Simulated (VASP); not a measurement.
Wanted: the native input for a VASP 6.6.1 run.

```yaml
Task: single point
Functional: LDA
Potentials_or_basis: VASP PAW LDA potentials, release 64 (Cd, Se)
Cutoff: 520 eV
k_mesh: 6 × 6 × 4
Occupations: gaussian, width 0.01 eV
Spin: no spin polarisation
Dipole_correction: no
Further_INCAR_settings: ALGO = Normal; EDIFF = 1e-06; NBANDS = 26
```

The structure of CdSe (Cadmoselite) lies in POSCAR:

```
CdSe
1.0
    4.2258471399      0.0000000000      0.0000000000
   -2.1129235699      3.6596909756      0.0000000000
    0.0000000000      0.0000000000      6.9628292517
Cd Se
2 2
Direct
    0.3333333333      0.6666666667      0.0048579434
    0.6666666667      0.3333333333      0.5048579434
    0.3333333333      0.6666666667      0.3801420566
    0.6666666667      0.3333333333      0.8801420566
```

This cell differs from its parent crystal: in-plane strain -0.005.

The input as run:

INCAR

```
SYSTEM = CdSe
PREC = Accurate ; ENCUT = 520
EDIFF = 1E-6 ; ISMEAR = 0
SIGMA = 0.01 ; LREAL = .False.
LASPH = .True. ; NELM = 100
ALGO = Normal ; ISIF = 2
LWAVE = .False. ; LCHARG = .False.
NBANDS = 26
```

KPOINTS

```
regular mesh
0
Gamma
  6 6 4
  0 0 0
```

Potentials or basis: VASP PAW LDA potentials, release 64 (Cd, Se).

The run is started by

```bash
$ cat potpaw_LDA.64/Cd/POTCAR potpaw_LDA.64/Se/POTCAR > POTCAR
$ mpirun -np 1 vasp_std > vasp.out
```

Results of the run:

```json
{
  "Pressure": "0.9 GPa",
  "Largest force": "0.072 eV/Å",
  "Band gap on the k mesh": "0.50 eV, direct"
}
```

Caveat: the cell differs from its parent crystal (in-plane strain -0.005).

Run time: 18 s on 1 thread of Intel(R) Xeon(R) 6975P-C (Granite Rapids), on a shared host, peak memory 0.21 GiB.
